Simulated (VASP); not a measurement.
# HfC (CsCl type) (Pm-3m) in VASP: notebook

HfC (CsCl type) is run at these levels: PBE; tasks: single point, relaxation of cell and atoms.

Program: VASP 6.6.1. These are calculated values, not measurements. Logs are shortened: lines on timing, memory, paths and dates and some standing lists are left out, and cuts for length are marked.

### 1 The cell of the first run

Symmetry: Pm-3m, No. 221, cubic system. The conventional cell has a = 2.902 Å, b = 2.902 Å, c = 2.902 Å, α = 90.00°, β = 90.00°, γ = 90.00°. Within 3.3 Å of Hf (site symmetry m-3m) lie 8 C at 2.51 Å and 6 Hf at 2.90 Å. Within 3.3 Å of C (site symmetry m-3m) lie 8 Hf at 2.51 Å and 6 C at 2.90 Å.

### 2 Single point, PBE

Contents of INCAR:

```
PREC     = Accurate       # precision mode
ENCUT    = 520            # plane-wave cutoff, eV
EDIFF    = 1E-6           # SCF threshold, eV
ISMEAR   = -1             # smearing method
SIGMA    = 0.1            # smearing width, eV
LREAL    = False          # projectors in reciprocal space
LASPH    = True           # aspherical terms in the spheres
NELM     = 100            # most SCF steps
ALGO     = Normal         # electronic algorithm
ISIF     = 2              # what is computed and relaxed
LWAVE    = False          # write WAVECAR
LCHARG   = True           # write CHGCAR
GGA      = PE             # functional
LELF     = True           # ELF
LVHAR    = True         
NBANDS   = 14             # bands
```

Contents of KPOINTS:

```
regular mesh
0
Gamma
  13 13 13
```

Contents of POSCAR:

```
HfC
1.0
    2.9016574817      0.0000000000      0.0000000000
    0.0000000000      2.9016574817      0.0000000000
    0.0000000000      0.0000000000      2.9016574817
Hf C
1 1
Direct
    0.0000000000      0.0000000000      0.0000000000
    0.5000000000      0.5000000000      0.5000000000
```

Potentials or basis: VASP PAW PBE potentials, release 64 (Hf_pv, C).

Run with:

```console
cat potpaw_PBE.64/Hf_pv/POTCAR potpaw_PBE.64/C/POTCAR > POTCAR
mpirun -np 1 vasp_std > vasp.out
```

OUTCAR:

```text
PREC = Accurate
   ENCUT = 520
   EDIFF = 1E-6
   ISMEAR = -1
   LREAL = False
   LASPH = True
   NELM = 100
   ISIF = 2
   GGA = PE

 ion  position               nearest neighbor table
   1  0.000  0.000  0.000-   2 2.51   2 2.51   2 2.51   2 2.51   2 2.51   2 2.51   2 2.51   2 2.51

   2  0.500  0.500  0.500-   1 2.51   1 2.51   1 2.51   1 2.51   1 2.51   1 2.51   1 2.51   1 2.51

  LATTYP: Found a simple cubic cell.
 ALAT       =     2.9016574817

  Lattice vectors:

 A1 = (   2.9016574817,   0.0000000000,   0.0000000000)
 A2 = (   0.0000000000,   2.9016574817,   0.0000000000)
 A3 = (   0.0000000000,   0.0000000000,   2.9016574817)

Analysis of symmetry for initial positions (statically):
=====================================================================
 Subroutine PRICEL returns:
 Original cell was already a primitive cell.

 Routine SETGRP: Setting up the symmetry group for a
 simple cubic supercell.

 Subroutine GETGRP returns: Found 48 space group operations
 (whereof 48 operations were pure point group operations)
 out of a pool of 48 trial point group operations.

The static configuration has the point symmetry O_h .

Analysis of symmetry for dynamics (positions and initial velocities):
=====================================================================
 Subroutine PRICEL returns:
 Original cell was already a primitive cell.

 Routine SETGRP: Setting up the symmetry group for a
 simple cubic supercell.

 Subroutine GETGRP returns: Found 48 space group operations
 (whereof 48 operations were pure point group operations)
 out of a pool of 48 trial point group operations.

The dynamic configuration has the point symmetry O_h .

 Subroutine INISYM returns: Found 48 space group operations
 (whereof 48 operations are pure point group operations),
 and found     1 'primitive' translations

----------------------------------------------------------------------------------------

                                     Primitive cell

  volume of cell :      24.4308

  direct lattice vectors                    reciprocal lattice vectors
     2.901657482  0.000000000  0.000000000     0.344630614  0.000000000  0.000000000
     0.000000000  2.901657482  0.000000000     0.000000000  0.344630614  0.000000000
     0.000000000  0.000000000  2.901657482     0.000000000  0.000000000  0.344630614

  length of vectors
     2.901657482  2.901657482  2.901657482     0.344630614  0.344630614  0.344630614

  position of ions in fractional coordinates (direct lattice)
     0.000000000  0.000000000  0.000000000
     0.500000000  0.500000000  0.500000000

  ion indices of the primitive-cell ions
   primitive index   ion index
                 1           1
                 2           2

----------------------------------------------------------------------------------------

 KPOINTS: regular mesh

Automatic generation of k-mesh.
 Grid dimensions read from file:
 generate k-points for:   13   13   13

 Generating k-lattice:

  Cartesian coordinates                     Fractional coordinates (reciprocal lattice)
     0.026510047  0.000000000  0.000000000     0.076923077  0.000000000  0.000000000
     0.000000000  0.026510047  0.000000000     0.000000000  0.076923077  0.000000000
     0.000000000  0.000000000  0.026510047     0.000000000  0.000000000  0.076923077

  Length of vectors
     0.026510047  0.026510047  0.026510047

  Shift w.r.t. Gamma in fractional coordinates (k-lattice)
     0.000000000  0.000000000  0.000000000

 Subroutine IBZKPT returns following result:
 ===========================================

 Found     84 irreducible k-points:

 Following reciprocal coordinates:
            Coordinates               Weight
  0.000000  0.000000  0.000000      1.000000
  0.076923  0.000000  0.000000      6.000000
  0.153846  0.000000  0.000000      6.000000
  0.230769  0.000000  0.000000      6.000000
  0.307692  0.000000  0.000000      6.000000
  0.384615  0.000000  0.000000      6.000000
[... 16 lines left out ...]
  0.307692  0.307692  0.000000     12.000000
  0.384615  0.307692  0.000000     24.000000
 [... further k-points ...]
   k-points           NKPTS =     84   k-points in BZ     NKDIM =     84   number of bands    NBANDS=     14
   number of dos      NEDOS =    301   number of ions     NIONS =      2
   total plane-waves  NPLWV =  13824
   dimension x,y,z NGX =    24 NGY =   24 NGZ =   24
   dimension x,y,z NGXF=    48 NGYF=   48 NGZF=   48
   ions per type =               1   1
   NGX,Y,Z   is equivalent  to a cutoff of  13.75, 13.75, 13.75 a.u.
   NGXF,Y,Z  is equivalent  to a cutoff of  27.50, 27.50, 27.50 a.u.
 SYSTEM =  unknown system
   PREC   = accura    normal or accurate (medium, high low for compatibility)
   ISTART =      0    job   : 0-new  1-cont  2-samecut
   ICHARG =      2    charge: 1-file 2-atom 10-const
   ISPIN  =      1    spin polarized calculation?
   LNONCOLLINEAR =      F non collinear calculations
   LSORBIT =      F    spin-orbit coupling
   LASPH  =      T    aspherical Exc in radial PAW
   ENCUT  =  520.0 eV  38.22 Ry    6.18 a.u.   5.40  5.40  5.40*2*pi/ulx,y,z
   NELM   =    100;   NELMIN=  2; NELMDL= -5     # of ELM steps
   EDIFF  = 0.1E-05   stopping-criterion for ELM
   LREAL  =      F    real-space projection
   EDIFFG = 0.1E-04   stopping-criterion for IOM
   NSW    =      0    number of steps for IOM
   IBRION =     -1    ionic relax: 0-MD 1-quasi-New 2-CG
   NFREE  =      0    steps in history (QN), initial steepest desc. (CG)
   ISIF   =      2    stress and relaxation
   ISYM   =      2    0-nonsym 1-usesym 2-fastsym
   POTIM  = 0.5000    time-step for ionic-motion
   TEBEG  =    0.0;   TEEND  =   0.0 temperature during run
   PSTRESS=    0.0 pullay stress
   NELECT =      14.0000    total number of electrons
   NUPDOWN=      -1.0000    fix difference up-down
   EMIN   =  10.00;   EMAX   =-10.00  energy-range for DOS
   EFERMI =   0.00;   METHOD = LEGACY
   ISMEAR =    -1;   SIGMA  =   0.10  broadening in eV -4-tet -1-fermi 0-gaus
   EFERMI_NEDOS =   21; number of points for ismear=-14 and -15
   IALGO  =     38    algorithm
   IMIX   =      4    mixing-type and parameters
     AMIX     =   0.40;   BMIX     =  1.00
     AMIX_MAG =   1.60;   BMIX_MAG =  1.00
  volume/ion in A,a.u.               =      12.22        82.43
  Fermi-wavevector in a.u.,A,eV,Ry     =   1.359788  2.569628 25.157509  1.849025
  Thomas-Fermi vector in A             =   2.486506
   LORBIT       =      0    0 simple, 1 ext, 2 COOP (PROOUT), +10 PAW based schemes
   GGA     = PE    functional components
   LHFCALC =     F    Hartree Fock is set to
   AEXX    =    0.0000 exact exchange contribution
   IVDW    =     0    specifies the selected vdW correction
   LEPSILON=     F    determine dielectric tensor
   LRPA    =     F    only Hartree local field effects (RPA)
 non-spin polarized calculation
  energy-cutoff  :      520.00
  volume of cell :       24.43
 maximum number of plane-waves:       691
 NGX is ok and might be reduce to    24
   NGX = 11   NGY = 11   NGZ = 11

 number of electron      14.0000003 magnetization

 Free energy of the ion-electron system (eV)
  ---------------------------------------------------
  ext. energy  EPLUGINS =         0.00000000
  ---------------------------------------------------
  free energy    TOTEN  =       -18.37158850 eV

  energy without entropy =      -18.30719780  energy(sigma->0) =      -18.33939315

 E-fermi :   6.5757     XC(G=0): -12.5334

 val. band max:        6.5495687072   @ k =   0.3846   0.1538   0.0769
 cond. band min:       6.5823653914   @ k =   0.4615   0.3077   0.1538
 fundamental gap:      0.0327966843
 Fermi energy:         6.5757188706

 k-point     1 :       0.0000    0.0000    0.0000
  band No.  band energies     occupation
      1     -23.4087      2.00000
      2     -23.4087      2.00000
      3     -23.4087      2.00000
      4      -6.1759      2.00000
      5       4.6861      2.00000
      6       4.6861      2.00000
      7       7.6513      0.00004
      8       7.6513      0.00004
      9       7.6513      0.00004
     10      12.6978      0.00000
     11      12.6978      0.00000
     12      12.6978      0.00000
     13      13.0430      0.00000
     14      19.8199      0.00000

 k-point     2 :       0.0769    0.0000    0.0000
  band No.  band energies     occupation
      1     -23.4728      2.00000
      2     -23.4030      2.00000
      3     -23.4030      2.00000
      4      -6.0488      2.00000
      5       4.5981      2.00000
      6       4.7422      2.00000
      7       7.4963      0.00020
      8       7.4963      0.00020
      9       7.5853      0.00008
     10      12.7279      0.00000
     11      12.8241      0.00000
     12      12.8241      0.00000
     13      13.3697      0.00000
     14      19.8200      0.00000

 k-point     3 :       0.1538    0.0000    0.0000
  band No.  band energies     occupation
      1     -23.6469      2.00000
      2     -23.3871      2.00000
      3     -23.3871      2.00000
      4      -5.6833      2.00000
      5       4.1068      2.00000
      6       4.9029      2.00000
      7       7.0989      0.01063
      8       7.0989      0.01063
      9       7.8324      0.00001
     10      12.8123      0.00000
     11      13.1596      0.00000
     12      13.1596      0.00000
     13      14.1145      0.00000
     14      19.8200      0.00000
[... 324 lines left out ...]
 k-point    23 :       0.3077    0.3077    0.0000
  band No.  band energies     occupation
      1     -24.0433      2.00000
      2     -24.0012      2.00000
      3     -23.2781      2.00000
      4      -3.6162      2.00000
      5       2.2787      2.00000
      6       4.1776      2.00000
      7       6.7277      0.35898
      8       7.0680      0.01446
      9      10.5054      0.00000
     10      11.7459      0.00000
     11      12.0251      0.00000
     12      13.3796      0.00000
     13      16.3092      0.00000
     14      19.8215      0.00000

 k-point    24 :       0.3846    0.3077    0.0000
  band No.  band energies     occupation
      1     -24.2086      2.00000
      2     -23.9906      2.00000
      3     -23.2597      2.00000
      4      -3.4052      2.00000
      5       2.1542      2.00000
      6       4.1942      2.00000
      7       6.8516      0.11921
      8       6.9166      0.06407
      9      10.3879      0.00000
     10      12.0777      0.00000
     11      12.6349      0.00000
     12      12.6763      0.00000
     13      16.4040      0.00000
     14      19.8216      0.00000

 [... further k-points ...]
[... 5 lines left out ...]
  --------------------------------------------------------------------------------------
  -------------------------------------------------------------------------------------
  Total       -0.2002575     -0.2002575     -0.2002575      0.0000000      0.0000000      0.0000000
  in kB      -13.1329064    -13.1329064    -13.1329064      0.0000000      0.0000000      0.0000000
  external PRESSURE =     -13.1329064 kB  Pullay stress =       0.0000000 kB

 VOLUME and BASIS-vectors are now :
 -----------------------------------------------------------------------------
  energy-cutoff  :      520.00
  volume of cell :       24.43
      direct lattice vectors                 reciprocal lattice vectors
     2.901657482  0.000000000  0.000000000     0.344630614  0.000000000  0.000000000
     0.000000000  2.901657482  0.000000000     0.000000000  0.344630614  0.000000000
     0.000000000  0.000000000  2.901657482     0.000000000  0.000000000  0.344630614

 POSITION                                       TOTAL-FORCE (eV/Angst)
 -----------------------------------------------------------------------------------
      0.00000      0.00000      0.00000         0.000000      0.000000      0.000000
      1.45083      1.45083      1.45083         0.000000      0.000000      0.000000
 -----------------------------------------------------------------------------------
    total drift:                                0.000000      0.000000     -0.000000

  FREE ENERGIE OF THE ION-ELECTRON SYSTEM (eV)
  ---------------------------------------------------
  free  energy   TOTEN  =       -18.3715885042 eV

  energy  without entropy=      -18.3071977956  energy(sigma->0) =      -18.33939315
```

It took 12 s on 1 thread of Intel Xeon Platinum 8488C (Sapphire Rapids), shared host; peak memory 0.15 GiB.

Results:

* Free energy: -18.3716 eV
* Pressure: -1.3 GPa
* Band gap on the k mesh: zero (band 7 reaches 7.65 eV, above the bottom of band 8 at 5.76 eV)

Caveat: spin-orbit coupling is left out, which moves the levels of the heavy elements.

### 3 Single point, PBE

Contents of INCAR:

```
  ALGO = Normal
  EDIFF = 1E-6
  ENCUT = 520
  GGA = PE
  ISIF = 2
  ISMEAR = -1
  LASPH = T
  LCHARG = T
  LELF = T
  LREAL = F
  LVHAR = T
  LWAVE = F
  NBANDS = 14
  NELM = 100
  PREC = Accurate
  SIGMA = 0.1
```

Contents of KPOINTS:

```
k-points
0
Gamma
  13 13 13
```

Contents of POSCAR:

```
HfC
1.0
    2.9021892136      0.0000000000      0.0000000000
    0.0000000000      2.9021892136      0.0000000000
    0.0000000000      0.0000000000      2.9021892136
Hf C
1 1
Direct
    0.0000000000      0.0000000000      0.0000000000
    0.5000000000      0.5000000000      0.5000000000
```

Potentials or basis: VASP PAW PBE potentials, release 64 (Hf_pv, C).

Run with:

```console
cat potpaw_PBE.64/Hf_pv/POTCAR potpaw_PBE.64/C/POTCAR > POTCAR
mpirun -np 1 vasp_std > vasp.out
```

OUTCAR:

```text
EDIFF = 1E-6
   ENCUT = 520
   GGA = PE
   ISIF = 2
   ISMEAR = -1
   LASPH = T
   LREAL = F
   NELM = 100
   PREC = Accurate

 ion  position               nearest neighbor table
   1  0.000  0.000  0.000-   2 2.51   2 2.51   2 2.51   2 2.51   2 2.51   2 2.51   2 2.51   2 2.51

   2  0.500  0.500  0.500-   1 2.51   1 2.51   1 2.51   1 2.51   1 2.51   1 2.51   1 2.51   1 2.51

  LATTYP: Found a simple cubic cell.
 ALAT       =     2.9021892136
[... 595 lines left out ...]

 [... further k-points ...]

------------------------ aborting loop because EDIFF is reached ----------------------------------------

  FORCE on cell =-STRESS in cart. coord.  units (eV):
  Direction    XX          YY          ZZ          XY          YZ          ZX
  --------------------------------------------------------------------------------------
  -------------------------------------------------------------------------------------
  Total       -0.2170925     -0.2170925     -0.2170925      0.0000000      0.0000000     -0.0000000
  in kB      -14.2291293    -14.2291293    -14.2291293      0.0000000      0.0000000     -0.0000000
  external PRESSURE =     -14.2291293 kB  Pullay stress =       0.0000000 kB

 VOLUME and BASIS-vectors are now :
 -----------------------------------------------------------------------------
  energy-cutoff  :      520.00
  volume of cell :       24.44
      direct lattice vectors                 reciprocal lattice vectors
     2.902189214  0.000000000  0.000000000     0.344567472  0.000000000  0.000000000
     0.000000000  2.902189214  0.000000000     0.000000000  0.344567472  0.000000000
     0.000000000  0.000000000  2.902189214     0.000000000  0.000000000  0.344567472

 POSITION                                       TOTAL-FORCE (eV/Angst)
 -----------------------------------------------------------------------------------
      0.00000      0.00000      0.00000         0.000000      0.000000      0.000000
      1.45109      1.45109      1.45109         0.000000      0.000000      0.000000
 -----------------------------------------------------------------------------------
    total drift:                                0.000000      0.000000     -0.000000

  FREE ENERGIE OF THE ION-ELECTRON SYSTEM (eV)
  ---------------------------------------------------
  free  energy   TOTEN  =       -18.3714778269 eV

  energy  without entropy=      -18.3070611410  energy(sigma->0) =      -18.33926948
```

stdout:

```text
POSCAR found type information on POSCAR HfC
 POSCAR found :  2 types and       2 ions
 scaLAPACK will be used
 LDA part: xc-table for (Slater+PW92), standard interpolation
 POSCAR, INCAR and KPOINTS ok, starting setup
 FFT: planning ... GRIDC
 FFT: planning ... GRID_SOFT
 FFT: planning ... GRID
 WAVECAR not read
 entering main loop
```

Run time: 12 s. Hardware: 1 thread of Intel Xeon Platinum 8488C (Sapphire Rapids), shared host; peak memory 0.16 GiB.

Results:

```
Free energy            : -18.3715 eV
Pressure               : -1.4 GPa
Band gap on the k mesh : zero (band 7 reaches 7.65 eV, above the bottom of band 8 at 5.76 eV)
```

Levels at points of the mesh, in eV from the Fermi level:
```
           k point  band 5  band 6  band 7  band 8  band 9  band 10
(0.00, 0.00, 0.00)   -1.89   -1.89    1.07    1.07    1.07     6.12
```

Caveat: spin-orbit coupling is left out, which moves the levels of the heavy elements.

[end of part 1 of 2]
